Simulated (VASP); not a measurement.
Lu: single point with LDA

The system is Lu.

```
CELL_PARAMETERS angstrom
3.50990 0.00000 0.00000
-1.75495 3.03966 0.00000
0.00000 0.00000 5.56660
ATOMIC_POSITIONS crystal
Lu 0.33333 0.66667 0.25000
Lu 0.66667 0.33333 0.75000
```

| Quantity | Value |
| --- | --- |
| Program | VASP 6.6.1 |
| Task | single point |
| Functional | LDA |
| Potentials or basis | VASP PAW PBE potentials, release 64 (Lu) |
| Cutoff | 520 eV |
| k mesh | 13 × 13 × 8 |
| Occupations | fermi-dirac, width 0.03 eV |
| Spin | no spin polarisation |
| Dipole correction | no |
| Further INCAR settings | ALGO = Normal; EDIFF = 1e-07; NBANDS = 32 |

| Quantity | Value |
| --- | --- |
| Pressure | -5.7 GPa |
| Band gap on the k mesh | zero (bands 25 and 26 overlap by 1.65 eV) |

Stress tensor (GPa, compression positive):
```
-5.22  0.00  0.00
 0.00 -5.22  0.00
 0.00  0.00 -6.69
```

Levels at points of the mesh, in eV from the Fermi level:
| k point | band 21 | band 22 | band 23 | band 24 | band 25 | band 26 | band 27 | band 28 | band 29 | band 30 |
| --- | --- | --- | --- | --- | --- | --- | --- | --- | --- | --- |
| (0.00, 0.00, 0.00) | -4.99 | -4.98 | -4.97 | -2.43 | 0.64 | 2.09 | 2.09 | 2.34 | 2.76 | 2.76 |
| (0.00, 0.00, 0.50) | -4.97 | -4.97 | -4.33 | -4.33 | 1.09 | 1.09 | 2.01 | 2.01 | 2.01 | 2.01 |

It took 4.9 min on 1 thread of Intel Xeon 8259CL, on a shared host, peak memory 0.28 GiB.

Caveat: the cell stands under tension; the PAW data sets were made with another functional, which shifts forces and pressure a little; spin-orbit coupling is left out, which moves the levels of the heavy elements.
